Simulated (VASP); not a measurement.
# CdS (Greenockite): single point with BLYP

The system is CdS (Greenockite).

```xyz
4
Lattice="4.1775 0.0000 0.0000 -2.0887 3.6178 0.0000 0.0000 0.0000 6.7816" Properties=species:S:1:pos:R:3 pbc="T T T"
Cd    2.0887    1.2059    3.3908
Cd    0.0000    2.4119    0.0000
S     2.0887    1.2059    5.9339
S     0.0000    2.4119    2.5431
```

| Property | Result |
| --- | --- |
| Program | VASP 6.6.1 |
| Task | single point |
| Functional | BLYP |
| Potentials or basis | VASP PAW PBE potentials, release 64 (Cd, S) |
| Cutoff | 520 eV |
| k mesh | 7 × 7 × 4 |
| Occupations | fermi-dirac, width 0.05 eV |
| Spin | no spin polarisation |

```
Pressure               : 4.3 GPa
Largest force          : 0.064 eV/Å
Band gap on the k mesh : 1.11 eV, direct
```

Forces in eV/Å, atoms in the order of the input:
```
Cd   0.000  0.000 -0.064
Cd   0.000  0.000 -0.064
S    0.000  0.000  0.064
S    0.000  0.000  0.064
```

Stress tensor (GPa, compression positive):
```
4.06 0.00 0.00
0.00 4.06 0.00
0.00 0.00 4.83
```

Levels at points of the mesh, in eV from the valence-band top:
```csv
k point,band 14,band 15,band 16,band 17,band 18,band 19,band 20,band 21,band 22,band 23
"(0.00, 0.00, 0.00)",-0.72,-0.72,-0.04,0.00,0.00,1.11,2.74,6.47,6.47,6.82
"(0.00, 0.00, 0.50)",-2.41,-0.37,-0.37,-0.37,-0.37,2.76,2.76,6.22,6.22,6.84
```

It used 66 s of CPU time on 1 thread of Intel Xeon 6975P-C, on a shared host.

Caveat: the PAW data sets were made with another functional, which shifts forces and pressure a little. Expect the measured gap to be larger: semilocal functionals such as BLYP lack the derivative discontinuity.
